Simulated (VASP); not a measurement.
Runs of VASP 6.6.1 on TaN. The structure is that of space group P-62m (No. 189), or close to it. The cells are those of the table. 

```tsv
cell	gap on the mesh (eV)	pressure (GPa)	largest force (eV/Å)
a = 5.054, b = 5.054, c = 2.831 Å, angles 90.0, 90.0, 120.0°, 6 atoms	none	29.4	0.39
a = 5.331, b = 5.331, c = 2.987 Å, angles 90.0, 90.0, 120.0°, 6 atoms	none	(b)	0.31
a = 5.196, b = 5.196, c = 2.911 Å, angles 90.0, 90.0, 120.0°, 6 atoms	none	(a)	-
a = 5.396, b = 5.396, c = 3.023 Å, angles 90.0, 90.0, 120.0°, 6 atoms	none	-31.5	0.43
a = 4.979, b = 4.979, c = 2.790 Å, angles 90.0, 90.0, 120.0°, 6 atoms	none	51.6	0.62
```

Alike in all rows: task single point; level PBEsol; potentials or basis VASP PAW PBE potentials, release 64 (Ta_pv, N); no spin polarisation; k mesh 5 × 5 × 8; cutoff (eV) 520; smearing fermi-dirac 0.1 eV.

Q: Estimate the missing entries.

A: (a) -2.9; (b) -24.0.

Caveats: the PAW data sets were made with another functional, which shifts forces and pressure a little; spin-orbit coupling is left out, which moves the levels of the heavy elements; the cell stands under pressure (at least some runs); the cell stands under tension (at least some runs).

A k mesh can miss the band edges, and the runs leave out spin-orbit coupling on Ta.

A gap of «none» marks levels without a gap at the run's occupations.
